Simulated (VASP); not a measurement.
## CaSe: electric field gradients with PBE

The system is CaSe.

```xyz
2
Lattice="0.0000 2.9126 3.0447 2.9126 0.0000 3.0447 2.9126 2.9126 0.0000" Properties=species:S:1:pos:R:3 pbc="T T T"
Ca    0.0000    0.0000    0.0000
Se    2.9126    2.9126    3.0447
```

This cell differs from its parent crystal: z stretched by +3 % at fixed volume.

```
Program                : VASP 6.6.1
Task                   : electric field gradients
Functional             : PBE
Potentials or basis    : VASP PAW PBE potentials, release 64 (Ca_sv, Se)
Cutoff                 : 520 eV
k mesh                 : 7 × 7 × 7
Occupations            : fermi-dirac, width 0.02 eV
Spin                   : no spin polarisation
Dipole correction      : no
Further INCAR settings : ALGO = Normal; EDIFF = 1e-08; NBANDS = 15
```

```json
{
 "Pressure": "1.6 GPa",
 "Band gap on the k mesh": "2.07 eV, indirect (least direct gap 2.89 eV)"
}
```

Stress tensor (GPa, compression positive):
```
 2.93  0.00  0.00
 0.00  2.93  0.00
 0.00  0.00 -1.08
```

Levels at points of the mesh, in eV from the valence-band top:
```tsv
k point	band 4	band 5	band 6	band 7	band 8	band 9	band 10	band 11	band 12	band 13
(0.00, 0.00, 0.00)	-20.73	-11.82	-0.02	0.00	0.00	3.25	3.51	3.80	3.80	4.31
```

Electric field gradients, principal values (V/Å²):
```csv
atom,least,middle,greatest (by size)
1 Ca,-7.210,-7.210,14.420
2 Se,-13.188,-13.189,26.378
```

Run time: 76 s on 1 thread of AMD EPYC 7R13 Processor (Zen 3), on a shared host, peak memory 0.16 GiB.

Caveat: without QUAD_EFG the Cq values of the log hold for a quadrupole moment of 1 mb, not for the nuclei. A k mesh can miss the band edges.
